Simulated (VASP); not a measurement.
# La2FeCo2C in VASP: further runs, part 2 of 2

VASP 6.6.1. The steps go on from the part before.

**5. Single point, PBE**

File INCAR:

```
SYSTEM = La2FeCo2C
ALGO     = Normal         ! electronic algorithm
EDIFF    = 1E-6           ! SCF threshold, eV
ENCUT    = 520            ! plane-wave cutoff, eV
GGA      = PE             ! functional
ISIF     = 2              ! what is computed and relaxed
ISMEAR   = 0              ! smearing method
ISYM     = 0            
LASPH    = .True.         ! aspherical terms in the spheres
LCHARG   = .False.        ! write CHGCAR
LREAL    = .False.        ! projectors in reciprocal space
LWAVE    = .False.        ! write WAVECAR
NBANDS   = 35             ! bands
NELM     = 60             ! most SCF steps
PREC     = Accurate       ! precision mode
SIGMA    = 0.0121         ! smearing width, eV
```

File KPOINTS:

```
Automatic mesh
0
Gamma
  5 5 5
  0.5 0.5 0.5
```

File POSCAR:

```
La2FeCo2C
1.0
   -2.0224600053      2.9902804798      4.4814685715
    4.0455077902      0.0000000000      0.0002617316
    2.0224600053      2.9902804798     -4.4814685715
La Co Fe C
2 2 1 1
Direct
    0.3062181594      0.8064724235      0.6937818406
    0.6937818406      0.1935275765      0.3062181594
    0.7955854941      0.5000000000      0.7955854941
    0.2044145059      0.5000000000      0.2044145059
    0.0000000000      0.0000000000      0.0000000000
    0.5000000000      0.5000000000      0.5000000000
```

Potentials or basis: VASP PAW PBE potentials, release 64 (La, Co, Fe, C).

The run is started by

```sh
> cat potpaw_PBE.64/La/POTCAR potpaw_PBE.64/Co/POTCAR potpaw_PBE.64/Fe/POTCAR potpaw_PBE.64/C/POTCAR > POTCAR
> mpirun -np 1 vasp_std > vasp.out
```

OUTCAR:

```text
SYSTEM = La2FeCo2C
   EDIFF = 1E-6
   ENCUT = 520
   GGA = PE
   ISIF = 2
   ISMEAR = 0
   ISYM = 0
   LASPH = .True.
   LREAL = .False.
   NELM = 60
   PREC = Accurate

 ion  position               nearest neighbor table
   1  0.306  0.806  0.694-   6 2.67   6 2.67   4 3.00   3 3.00   3 3.20   4 3.20   3 3.20   4 3.20
                             2 3.47
   2  0.694  0.194  0.306-   6 2.67   6 2.67   3 3.00   4 3.00   4 3.20   3 3.20   4 3.20   3 3.20
                             1 3.47
   3  0.796  0.500  0.796-   6 1.77   5 2.36   5 2.36   4 2.45   1 3.00   2 3.00   1 3.20   2 3.20
                             2 3.20   1 3.20
   4  0.204  0.500  0.204-   6 1.77   5 2.36   5 2.36   3 2.45   1 3.00   2 3.00   2 3.20   1 3.20
                             2 3.20   1 3.20
   5  0.000  0.000  0.000-   3 2.36   4 2.36   3 2.36   4 2.36
   6  0.500  0.500  0.500-   3 1.77   4 1.77   2 2.67   1 2.67   2 2.67   1 2.67

IMPORTANT INFORMATION: All symmetrisations will be switched off!
NOSYMM: (Re-)initialisation of all symmetry stuff for point group C_1.

----------------------------------------------------------------------------------------

[... 155 lines left out ...]

 k-point     1 :       0.1000    0.1000    0.1000
  band No.  band energies     occupation
      1     -24.0064      2.00000
      2     -23.8231      2.00000
      3      -8.2758      2.00000
      4      -8.1158      2.00000
      5      -7.6980      2.00000
      6      -7.6283      2.00000
[... 901 lines left out ...]
     34      10.4917      0.00000
     35      10.5859      0.00000

 [... further k-points ...]

------------------------ aborting loop because EDIFF is reached ----------------------------------------

  FORCE on cell =-STRESS in cart. coord.  units (eV):
  Direction    XX          YY          ZZ          XY          YZ          ZX
  --------------------------------------------------------------------------------------
  -------------------------------------------------------------------------------------
  Total       -0.1458021      0.0994960     -0.2545140      0.0000909      0.0000358      0.0099542
  in kB       -2.1544001      1.4701728     -3.7607489      0.0013428      0.0005293      0.1470853
  external PRESSURE =      -1.4816587 kB  Pullay stress =       0.0000000 kB

 VOLUME and BASIS-vectors are now :
 -----------------------------------------------------------------------------
  energy-cutoff  :      520.00
  volume of cell :      108.43
      direct lattice vectors                 reciprocal lattice vectors
    -2.022460005  2.990280480  4.481468571    -0.000007218  0.167208395  0.111567312
     4.045507790  0.000000000  0.000261732     0.247180541  0.000000000  0.111551102
     2.022460005  2.990280480 -4.481468571     0.000007218  0.167208395 -0.111567312

 POSITION                                       TOTAL-FORCE (eV/Angst)
 -----------------------------------------------------------------------------------
      4.04642      2.99028     -1.73664        -0.001081      0.000007     -0.009627
     -0.00091      2.99028      1.73691         0.000992     -0.000030      0.009658
      2.02275      4.75805      0.00013         0.000022      0.065833     -0.000008
      2.02275      1.22251      0.00013         0.000021     -0.065797     -0.000007
      0.00000      0.00000      0.00000         0.000021      0.000022     -0.000007
      2.02275      2.99028      0.00013         0.000025     -0.000036     -0.000009
 -----------------------------------------------------------------------------------
    total drift:                               -0.000132     -0.000110      0.000054

  FREE ENERGIE OF THE ION-ELECTRON SYSTEM (eV)
  ---------------------------------------------------
  free  energy   TOTEN  =       -41.5590998735 eV

  energy  without entropy=      -41.5584480864  energy(sigma->0) =      -41.55877398
```

OSZICAR:

```text
N       E                     dE             d eps       ncg     rms          rms(c)
DAV:   1     0.489802141199E+03    0.48980E+03   -0.19871E+04  4538   0.224E+03
DAV:   2     0.524978698217E+02   -0.43730E+03   -0.41531E+03  6002   0.375E+02
DAV:   3    -0.382061027006E+02   -0.90704E+02   -0.87283E+02  6778   0.202E+02
DAV:   4    -0.518828352090E+02   -0.13677E+02   -0.13205E+02  8429   0.677E+01
[... 16 lines left out ...]
DAV:  21    -0.415591341833E+02    0.35259E-04   -0.68352E-05  8308   0.634E-02    0.206E-01
DAV:  22    -0.415591121062E+02    0.22077E-04   -0.46186E-05  8772   0.427E-02    0.149E-01
DAV:  23    -0.415591080728E+02    0.40334E-05   -0.58668E-06  5868   0.242E-02    0.104E-01
DAV:  24    -0.415591004381E+02    0.76347E-05   -0.22396E-05  6857   0.330E-02    0.222E-02
DAV:  25    -0.415590998735E+02    0.56464E-06   -0.74403E-06  6452   0.237E-02
   1 F= -.41559100E+02 E0= -.41558774E+02  d E =-.651787E-03
```

Wall time 8.3 min (1 thread of Intel Xeon 6975P-C, shared host); peak memory 0.45 GiB.

What came out:

| Property | Result |
| --- | --- |
| Free energy | -41.5591 eV |
| Pressure | -0.1 GPa |
| Largest force | 0.066 eV/Å |
| Band gap on the k mesh | zero (band 26 reaches 8.57 eV, above the bottom of band 27 at 8.14 eV) |

Forces on the atoms (eV/Å):
```
La  -0.001  0.000 -0.010
La   0.001  0.000  0.010
Co   0.000  0.066  0.000
Co   0.000 -0.066  0.000
Fe   0.000  0.000  0.000
C    0.000  0.000  0.000
```

Caveat: spin-orbit coupling is left out, which moves the levels of the heavy elements.

**6. Relaxation of cell and atoms, PBE**

This run uses another cell than the first one, of 18.89 Å³/atom, 1.046 times its volume.

File INCAR:

```
  PREC = Accurate
  ENCUT = 600
  EDIFF = 1E-6
  ISMEAR = 0
  SIGMA = 0.0121
  LREAL = F
  LASPH = T
  NELM = 80
  ALGO = Normal
  ISIF = 3
  LWAVE = F
  LCHARG = F
  GGA = PE
  IBRION = 2
  NSW = 60
  EDIFFG = -0.01
```

File KPOINTS:

```
regular mesh
0
Gamma
  5 5 5
```

File POSCAR:

```
La2FeCo2C
1.0
   -2.0222920000      3.0850980000      4.5415300000
    4.0445840000      0.0000000000      0.0000000000
    2.0222920000      3.0850980000     -4.5415300000
La Co Fe C
2 2 1 1
Direct
    0.3099100000      0.8099100000      0.6900900000
    0.6900900000      0.1900900000      0.3099100000
    0.7956000000      0.5000000000      0.7956000000
    0.2044000000      0.5000000000      0.2044000000
    0.0000000000      0.0000000000      0.0000000000
    0.5000000000      0.5000000000      0.5000000000
```

Potentials or basis: VASP PAW PBE potentials, release 64 (La, Co, Fe, C).

The run is started by

```sh
> cat potpaw_PBE.64/La/POTCAR potpaw_PBE.64/Co/POTCAR potpaw_PBE.64/Fe/POTCAR potpaw_PBE.64/C/POTCAR > POTCAR
> mpirun -np 1 vasp_std > vasp.out
```

OUTCAR:

```text
PREC = Accurate
   ENCUT = 600
   EDIFF = 1E-6
   ISMEAR = 0
   LREAL = F
   LASPH = T
   NELM = 80
   ISIF = 3
   GGA = PE
   IBRION = 2
   NSW = 60
   EDIFFG = -0.01

 ion  position               nearest neighbor table
   1  0.310  0.810  0.690-   6 2.66   6 2.66   4 3.08   3 3.08   3 3.22   4 3.22   3 3.22   4 3.22
                             2 3.45
   2  0.690  0.190  0.310-   6 2.66   6 2.66   3 3.08   4 3.08   4 3.22   3 3.22   4 3.22   3 3.22
                             1 3.45
   3  0.796  0.500  0.796-   6 1.82   5 2.38   5 2.38   4 2.52   1 3.08   2 3.08   1 3.22   2 3.22
                             1 3.22   2 3.22
   4  0.204  0.500  0.204-   6 1.82   5 2.38   5 2.38   3 2.52   1 3.08   2 3.08   2 3.22   1 3.22
                             1 3.22   2 3.22
   5  0.000  0.000  0.000-   3 2.38   4 2.38   3 2.38   4 2.38
   6  0.500  0.500  0.500-   3 1.82   4 1.82   2 2.66   2 2.66   1 2.66   1 2.66

  LATTYP: Found a body centered orthorhombic cell.
 ALAT       =     4.0445840000
 B/A-ratio  =     1.5255452724
 C/A-ratio  =     2.2457340483

  Lattice vectors:

 A1 = (  -2.0222920000,   3.0850980000,   4.5415300000)
 A2 = (   2.0222920000,  -3.0850980000,   4.5415300000)
 A3 = (   2.0222920000,   3.0850980000,  -4.5415300000)

Analysis of symmetry for initial positions (statically):
=====================================================================
 Subroutine PRICEL returns:
 Original cell was already a primitive cell.

 Routine SETGRP: Setting up the symmetry group for a
 body centered orthorhombic supercell.

 Subroutine GETGRP returns: Found  8 space group operations
 (whereof  8 operations were pure point group operations)
 out of a pool of  8 trial point group operations.

The static configuration has the point symmetry D_2h.

Analysis of symmetry for dynamics (positions and initial velocities):
=====================================================================
 Subroutine PRICEL returns:
 Original cell was already a primitive cell.

 Routine SETGRP: Setting up the symmetry group for a
 body centered orthorhombic supercell.

 Subroutine GETGRP returns: Found  8 space group operations
 (whereof  8 operations were pure point group operations)
 out of a pool of  8 trial point group operations.

The dynamic configuration has the point symmetry D_2h.

 Subroutine INISYM returns: Found  8 space group operations
 (whereof  8 operations are pure point group operations),
 and found     1 'primitive' translations

----------------------------------------------------------------------------------------

                                     Primitive cell

  volume of cell :     113.3379

  direct lattice vectors                    reciprocal lattice vectors
    -2.022292000  3.085098000  4.541530000     0.000000000  0.162069406  0.110095056
     4.044584000  0.000000000  0.000000000     0.247244216  0.000000000  0.110095056
     2.022292000  3.085098000 -4.541530000     0.000000000  0.162069406 -0.110095056

  length of vectors
     5.850896456  4.044584000  5.850896456     0.195927062  0.270648524  0.195927062

  position of ions in fractional coordinates (direct lattice)
     0.309910000  0.809910000  0.690090000
[... 79 lines left out ...]
   ICHARG =      2    charge: 1-file 2-atom 10-const
   ISPIN  =      1    spin polarized calculation?
   LNONCOLLINEAR =      F non collinear calculations
   LSORBIT =      F    spin-orbit coupling
   LASPH  =      T    aspherical Exc in radial PAW
   ENCUT  =  600.0 eV  44.10 Ry    6.64 a.u.  11.69  8.08 11.69*2*pi/ulx,y,z
   NELM   =     80;   NELMIN=  2; NELMDL= -5     # of ELM steps
   EDIFF  = 0.1E-05   stopping-criterion for ELM
   LREAL  =      F    real-space projection
   EDIFFG = -.1E-01   stopping-criterion for IOM
   NSW    =     60    number of steps for IOM
   IBRION =      2    ionic relax: 0-MD 1-quasi-New 2-CG
   NFREE  =      1    steps in history (QN), initial steepest desc. (CG)
   ISIF   =      3    stress and relaxation
   ISYM   =      2    0-nonsym 1-usesym 2-fastsym
   POTIM  = 0.5000    time-step for ionic-motion
   TEBEG  =    0.0;   TEEND  =   0.0 temperature during run
   PSTRESS=    0.0 pullay stress
   NELECT =      52.0000    total number of electrons
   NUPDOWN=      -1.0000    fix difference up-down
   EMIN   =  10.00;   EMAX   =-10.00  energy-range for DOS
   EFERMI =   0.00;   METHOD = LEGACY
   ISMEAR =     0;   SIGMA  =   0.01  broadening in eV -4-tet -1-fermi 0-gaus
   EFERMI_NEDOS =   21; number of points for ismear=-14 and -15
   IALGO  =     38    algorithm
   IMIX   =      4    mixing-type and parameters
     AMIX     =   0.40;   BMIX     =  1.00
     AMIX_MAG =   1.60;   BMIX_MAG =  1.00
  volume/ion in A,a.u.               =      18.89       127.47
  Fermi-wavevector in a.u.,A,eV,Ry     =   1.262654  2.386070 21.691694  1.594295
  Thomas-Fermi vector in A             =   2.396051
   LORBIT       =      0    0 simple, 1 ext, 2 COOP (PROOUT), +10 PAW based schemes
   GGA     = PE    functional components
   LHFCALC =     F    Hartree Fock is set to
   AEXX    =    0.0000 exact exchange contribution
   IVDW    =     0    specifies the selected vdW correction
   LEPSILON=     F    determine dielectric tensor
   LRPA    =     F    only Hartree local field effects (RPA)
 conjugate gradient relaxation of ions
 non-spin polarized calculation
 Gauss-broadening in eV      SIGMA  =   0.01
  energy-cutoff  :      600.00
  volume of cell :      113.34
 maximum number of plane-waves:      3800
   NGX = 23   NGY = 17   NGZ = 23

--------------------------------------- Ionic step        1  -------------------------------------------

 number of electron      52.0000010 magnetization

 Free energy of the ion-electron system (eV)
  ---------------------------------------------------
  ext. energy  EPLUGINS =         0.00000000
  ---------------------------------------------------
  free energy    TOTEN  =       -41.37641140 eV

  energy without entropy =      -41.37493787  energy(sigma->0) =      -41.37567463

------------------------ aborting loop because EDIFF is reached ----------------------------------------

  FORCE on cell =-STRESS in cart. coord.  units (eV):
  Direction    XX          YY          ZZ          XY          YZ          ZX
  --------------------------------------------------------------------------------------
  -------------------------------------------------------------------------------------
  Total       -1.7099519     -6.1195428     -1.8573702      0.0000000      0.0000000      0.0000000
  in kB      -24.1723835    -86.5076578    -26.2563314      0.0000000      0.0000000      0.0000000
  external PRESSURE =     -45.6454576 kB  Pullay stress =       0.0000000 kB
[... 101 lines left out ...]
  FREE ENERGIE OF THE ION-ELECTRON SYSTEM (eV)
  ---------------------------------------------------
  free  energy   TOTEN  =       -41.4901660945 eV

  energy  without entropy=      -41.4892887423  energy(sigma->0) =      -41.48972742

[... ionic steps 4 to 15 ...]

--------------------------------------- Ionic step       16  -------------------------------------------

 number of electron      51.9999999 magnetization

------------------------ aborting loop because EDIFF is reached ----------------------------------------
[... 75 lines left out ...]
--------------------------------------- Ionic step       18  -------------------------------------------

 number of electron      51.9999999 magnetization

 Free energy of the ion-electron system (eV)
  ---------------------------------------------------
  ext. energy  EPLUGINS =         0.00000000
  ---------------------------------------------------
  free energy    TOTEN  =       -41.51242594 eV

  energy without entropy =      -41.51218485  energy(sigma->0) =      -41.51230539

 E-fermi :   8.3990     XC(G=0): -11.0861

 val. band max:        8.3911677587   @ k =  -0.2000   0.2000  -0.0000
 cond. band min:       8.4364170955   @ k =   0.0000   0.0000   0.0000
 fundamental gap:      0.0452493368
 Fermi energy:         8.3989708167

 k-point     1 :       0.0000    0.0000    0.0000
  band No.  band energies     occupation
      1     -23.9891      2.00000
      2     -23.7653      2.00000
      3      -8.2444      2.00000
      4      -8.1472      2.00000
      5      -7.6351      2.00000
      6      -7.4604      2.00000
[... 805 lines left out ...]
     30       9.5966      0.00000
     31       9.9782      0.00000

 [... further k-points ...]

------------------------ aborting loop because EDIFF is reached ----------------------------------------

  FORCE on cell =-STRESS in cart. coord.  units (eV):
  Direction    XX          YY          ZZ          XY          YZ          ZX
  --------------------------------------------------------------------------------------
  -------------------------------------------------------------------------------------
  Total        0.0068911     -0.0330556      0.0065948      0.0000000      0.0000000      0.0000000
  in kB        0.1020811     -0.4896660      0.0976918      0.0000000      0.0000000      0.0000000
  external PRESSURE =      -0.0966310 kB  Pullay stress =       0.0000000 kB
[... 21 lines left out ...]
  FREE ENERGIE OF THE ION-ELECTRON SYSTEM (eV)
  ---------------------------------------------------
  free  energy   TOTEN  =       -41.5124259378 eV

  energy  without entropy=      -41.5121848489  energy(sigma->0) =      -41.51230539

 reached required accuracy - stopping structural energy minimisation
```

It took 25 min on 1 thread of Intel Xeon 6975P-C, shared host; peak memory 0.39 GiB.

What came out:

```yaml
Free_energy: -41.5124 eV
Relaxed_volume: 18.03 Å³/atom
Relaxed_cell: a = 5.737 Å, b = 4.073 Å, c = 5.737 Å, α = 69.21°, β = 117.51°, γ = 110.79°
Space_group_after_relaxing_to_0.05_Å: Immm (No. 71)
Energy_gained_by_relaxing: 22.7 meV/atom
Ionic_steps: 18
Pressure_after_relaxing: 0.0 GPa
Largest_force_after_relaxing: 0.008 eV/Å
Band_gap_on_the_k_mesh: zero (band 26 reaches 8.54 eV, above the bottom of band 27 at 8.24 eV)
```

Forces on the atoms (eV/Å):
```
La   0.000  0.000 -0.008
La   0.000  0.000  0.008
Co   0.000  0.002  0.000
Co   0.000 -0.002  0.000
Fe   0.000  0.000  0.000
C    0.000  0.000  0.000
```

Step by step:
| step | energy change (eV) | largest force (eV/Å) | pressure (GPa) | volume (Å³) |
| --- | --- | --- | --- | --- |
| 1 | 0.0000 | 0.4044 | -4.56 | 113.34 |
| 2 | -0.0375 | 1.0002 | 5.12 | 104.69 |
| 3 | -0.1138 | 0.3370 | 0.34 | 108.39 |
| 4 | -0.1304 | 0.1075 | 0.02 | 108.44 |
| 5 | -0.1330 | 0.0534 | -0.19 | 108.46 |
| 6 | -0.1331 | 0.0246 | -0.18 | 108.46 |
| 7 | -0.1355 | 0.0417 | -0.01 | 108.14 |
| 8 | -0.1356 | 0.0709 | 0.11 | 107.95 |
| 9 | -0.1357 | 0.0629 | 0.13 | 108.00 |
| 10 | -0.1359 | 0.0244 | -0.02 | 108.18 |
| 11 | -0.1360 | 0.0208 | -0.03 | 108.13 |
| 12 | -0.1360 | 0.0133 | 0.02 | 108.09 |
| 13 | -0.1360 | 0.0178 | 0.06 | 108.06 |
| 14 | -0.1360 | 0.0159 | 0.13 | 108.07 |
| 15 | -0.1360 | 0.0132 | 0.12 | 108.08 |
| 16 | -0.1360 | 0.0121 | 0.07 | 108.08 |
| 17 | -0.1360 | 0.0101 | 0.06 | 108.10 |
| 18 | -0.1360 | 0.0077 | -0.01 | 108.16 |

Final structure:
```xyz
6
Lattice="-2.0365 2.9757 4.4617 4.0731 0.0000 0.0000 2.0365 2.9757 -4.4617" Properties=species:S:1:pos:R:3 pbc="T T T"
La    4.0731    2.9757   -1.7263
La    0.0000    2.9757    1.7263
Co    2.0365    4.7425    0.0000
Co    2.0365    1.2090    0.0000
Fe    0.0000    0.0000    0.0000
C     2.0365    2.9757    0.0000
```

Caveat: spin-orbit coupling is left out, which moves the levels of the heavy elements. Spin polarisation is off, so any magnetic state and its effect on volume and gap are missing.

**7. The runs side by side**

| task | cell | k mesh | cutoff (eV) | gap on the mesh (eV) | pressure (GPa) | largest force (eV/Å) |
| --- | --- | --- | --- | --- | --- | --- |
| single point | a = 5.745, b = 4.075 Å, angles 69.2, 117.6, 110.8°, 6 atoms | 5 × 5 × 5 | 520 | none | -0.1 | 0.08 |
| single point | a = 5.755, b = 4.046 Å, angles 69.4, 117.4, 110.6°, 6 atoms | 5 × 5 × 5, shifted | 520 | none | -0.1 | 0.07 |
| relaxation of cell and atoms | relaxed from a = 5.851, b = 4.045 Å, angles 69.8, 116.4, 110.2°, 6 atoms | 5 × 5 × 5 | 600 | none | 0.0 | 0.01 |

Alike in all rows: level PBE; potentials or basis VASP PAW PBE potentials, release 64 (La, Co, Fe, C); no spin polarisation; smearing gaussian 0.0121 eV.

Caveats: spin-orbit coupling is left out, which moves the levels of the heavy elements.

Absolute energies hang on the potentials; compare differences alone.
